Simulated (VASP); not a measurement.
**BP3: relaxation of cell and atoms with PBE**

BP3:

```xyz
4
Lattice="3.8452 0.0000 0.0000 0.0000 3.8452 0.0000 0.0000 0.0000 3.8452" Properties=species:S:1:pos:R:3 pbc="T T T"
B     0.0000    0.0000    0.0000
P     0.0000    1.9226    1.9226
P     1.9226    0.0000    1.9226
P     1.9226    1.9226    0.0000
```

```json
{
  "Program": "VASP 6.6.1",
  "Task": "relaxation of cell and atoms",
  "Functional": "PBE",
  "Potentials or basis": "VASP PAW PBE potentials, release 64 (B, P)",
  "Cutoff": "600 eV",
  "k mesh": "4 × 4 × 4",
  "Occupations": "gaussian, width 0.1 eV",
  "Spin": "no spin polarisation",
  "Dipole correction": "no",
  "Further INCAR settings": "ALGO = Normal; EDIFF = 1e-06; IBRION = 2; EDIFFG = -0.04; NSW = 90; ISIF = 3"
}
```

* Relaxed volume: 12.68 Å³/atom
* Relaxed cell: a = 3.702 Å, b = 3.702 Å, c = 3.702 Å, α = 90.00°, β = 90.00°, γ = 90.00°
* Space group after relaxing (to 0.1 Å): Pm-3m (No. 221)
* Energy gained by relaxing: 51.1 meV/atom
* Ionic steps: 3
* Pressure after relaxing: 0.0 GPa
* Band gap on the k mesh: zero (bands 9 and 10 overlap by 7.83 eV)

Step by step:
```csv
step,energy change (eV),largest force (eV/Å),pressure (GPa),volume (Å³)
1,0.0000,0.0000,-9.89,56.85
2,-0.2002,0.0000,1.72,49.93
3,-0.2045,0.0000,0.05,50.72
```

Final structure:
```
B P
1.0
     3.70166    0.00000    0.00000
     0.00000    3.70166    0.00000
     0.00000    0.00000    3.70166
B P
1 3
Direct
  0.00000 0.00000 0.00000
  0.00000 0.50000 0.50000
  0.50000 0.00000 0.50000
  0.50000 0.50000 0.00000
```

Levels at points of the mesh, in eV from the Fermi level:
```csv
k point,band 4,band 5,band 6,band 7,band 8,band 9,band 10,band 11,band 12,band 13
"(0.00, 0.00, 0.00)",-6.45,-6.45,-6.45,-4.33,1.57,1.57,1.57,2.07,2.07,2.07
"(0.50, 0.00, 0.00)",-4.46,-4.46,-3.69,-3.47,-3.47,-2.02,-1.80,3.73,3.82,3.82
"(0.50, 0.50, 0.00)",-9.29,-2.40,-2.22,-1.65,-1.65,-1.34,-1.34,-0.34,-0.05,5.31
"(0.50, 0.50, 0.50)",-8.91,-7.57,-7.57,-7.57,-6.23,6.03,6.03,6.24,6.24,6.24
```

Wall time 31 s on 1 thread of Intel Xeon 8259CL, with other jobs on the host, peak memory 0.17 GiB.

Caveat: the k points lie up to 0.42 Å⁻¹ apart in the final cell, too coarse for converged energies and pressures of a metal.
